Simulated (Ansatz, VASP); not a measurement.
## Two plane-wave programs on MgO

Contents of INCAR:

```
ALGO = Normal
EDIFF = 1E-7
EDIFFG = -0.002
ENCUT = 600
GGA = CA
IBRION = 2
ISIF = 3
ISMEAR = 0
LASPH = True
LCHARG = False
LREAL = False
LWAVE = False
NELM = 80
NSW = 100
PREC = Accurate
SIGMA = 0.02
```

The input KPOINTS:

```
k-points
0
Gamma
  10 10 10
```

File POSCAR:

```
MgO
1.0
    0.0000000000      2.0816499862      2.0816499862
    2.0816499862      0.0000000000      2.0816499862
    2.0816499862      2.0816499862      0.0000000000
Mg O
1 1
Direct
    0.0000000000      0.0000000000      0.0000000000
    0.5000000000      0.5000000000      0.5000000000
```

Input for Ansatz:

```yaml
crystal:
  lattice:
    - [0.0, 2.0816499862, 2.0816499862]
    - [2.0816499862, 0.0, 2.0816499862]
    - [2.0816499862, 2.0816499862, 0.0]
  atoms:
    - { symbol: Mg, position: [0.0, 0.0, 0.0] }
    - { symbol: O, position: [0.5, 0.5, 0.5] }
basis:
  ecutwfc: 420
kpoints:
  mp_grid: { grid: [10, 10, 10] }
hamiltonian:
  xc: lda
  pseudopotentials: { kind: paw, azcp: { folder: soft_1 } }
scf:
  occupations: { method: gaussian, width: 0.02 }
output:
  forces: true
  stress: true
  eigenvalues: true
relax:
  adjacent_minimum: "off"
  f_tol: 0.002
  max_steps: 80
  cell: { stress_tol: 0.02 }
```

Alike in both runs: task relaxation of cell and atoms; functional LDA; k mesh 10 × 10 × 10; occupations gaussian, width 0.02 eV; no spin polarisation.

```csv
,VASP,Ansatz
version,VASP 6.6.1,Ansatz 0.2.0
potentials or method,"VASP PAW LDA potentials, release 64 (Mg, O), cutoff 600 eV","scalar-relativistic, plane waves, PAW"
valence electrons in the cell,8,16
```

```tsv
	VASP	Ansatz	Ansatz less VASP
gap on the k mesh at the Fermi level, each at its own relaxed structure (eV)	5.15	5.03	-0.123
relaxed volume (Å³/atom)	8.89	9.00	+0.110
relaxed cell length with the largest relative difference (Å)	2.930	2.942	+0.0120
```

Ansatz warns that its potentials were made for another functional, while VASP's fit it. LDA's correlation is that of Perdew and Zunger in VASP and of Perdew and Wang (1992) in Ansatz. VASP's potentials hold 8 valence electrons a cell and Ansatz's 16, so a difference there can come from the potentials and not from the codes.
